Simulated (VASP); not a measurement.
Write the native input for VASP 6.6.1 that does the following.

```
Task                   : relaxation of cell and atoms
Functional             : PBE
Potentials or basis    : VASP PAW PBE potentials, release 64 (Ta_pv, Si, B)
Cutoff                 : 500 eV
k mesh                 : 4 × 4 × 4
Occupations            : gaussian, width 0.2 eV
Spin                   : no spin polarisation
Dipole correction      : no
Further INCAR settings : ALGO = Normal; EDIFF = 1e-07; IBRION = 2; EDIFFG = -0.08; NSW = 36; ISIF = 3
```

The structure of TaSi5B2 lies in POSCAR:

```
TaSi5B2
1.0
    0.0000000000      3.9687126700      3.9687126700
    3.9687126700      0.0000000000      3.9687126700
    3.9687126700      3.9687126700      0.0000000000
Ta Si B
1 5 2
Direct
    0.0000000000      0.0000000000      0.0000000000
    0.8589026400      0.8589026400      0.8589026400
    0.8589026400      0.8589026400      0.4232920900
    0.8589026400      0.4232920900      0.8589026400
    0.4232920900      0.8589026400      0.8589026400
    0.2500000000      0.2500000000      0.2500000000
    0.7500000000      0.7500000000      0.7500000000
    0.5000000000      0.5000000000      0.5000000000
```

The cell was built from a structure type or drawn by symmetry, and may not be a known phase.

One way to write it, as run:

INCAR

```
SYSTEM = TaSi5B2
PREC     = Accurate       ! precision mode
ENCUT    = 500            ! plane-wave cutoff, eV
EDIFF    = 1E-7           ! SCF threshold, eV
ISMEAR   = 0              ! smearing method
SIGMA    = 0.2            ! smearing width, eV
LREAL    = .FALSE.        ! projectors in reciprocal space
LASPH    = .TRUE.         ! aspherical terms in the spheres
NELM     = 120            ! most SCF steps
ALGO     = Normal         ! electronic algorithm
ISIF     = 3              ! what is computed and relaxed
LWAVE    = .FALSE.        ! write WAVECAR
LCHARG   = .FALSE.        ! write CHGCAR
GGA      = PE             ! functional
IBRION   = 2              ! ionic algorithm
NSW      = 36             ! ionic steps
EDIFFG   = -0.08          ! ionic threshold
GGA_COMPAT= .FALSE.      
NELMIN   = 4
```

KPOINTS

```
regular mesh
0
G
  4 4 4
  0 0 0
```

Potentials or basis: VASP PAW PBE potentials, release 64 (Ta_pv, Si, B).

The run is started by

```console
$ cat potpaw_PBE.64/Ta_pv/POTCAR potpaw_PBE.64/Si/POTCAR potpaw_PBE.64/B/POTCAR > POTCAR
$ mpirun -np 1 vasp_std > vasp.out
```

Results of the run:

* Relaxed volume: 28.99 Å³/atom
* Relaxed cell: a = 6.896 Å, b = 6.896 Å, c = 6.896 Å, α = 60.00°, β = 60.00°, γ = 60.00°
* Space group after relaxing (to 0.1 Å): F-43m (No. 216)
* Energy gained by relaxing: 2254.9 meV/atom
* Ionic steps: 8
* Pressure after relaxing: -0.1 GPa
* Largest force after relaxing: 0.057 eV/Å
* Band gap on the k mesh: zero (an odd number of electrons rules out a gap without spin polarisation)

Caveat: the volume moved by over 15 % at a fixed basis, so the end points are rough; spin-orbit coupling is left out, which moves the levels of the heavy elements; the relaxation stopped at a loose force limit of 0.08 eV/Å, so its end isn't a converged minimum.

It took 6.9 min on 1 thread of Intel Xeon 8259CL, on a shared host, peak memory 0.28 GiB.
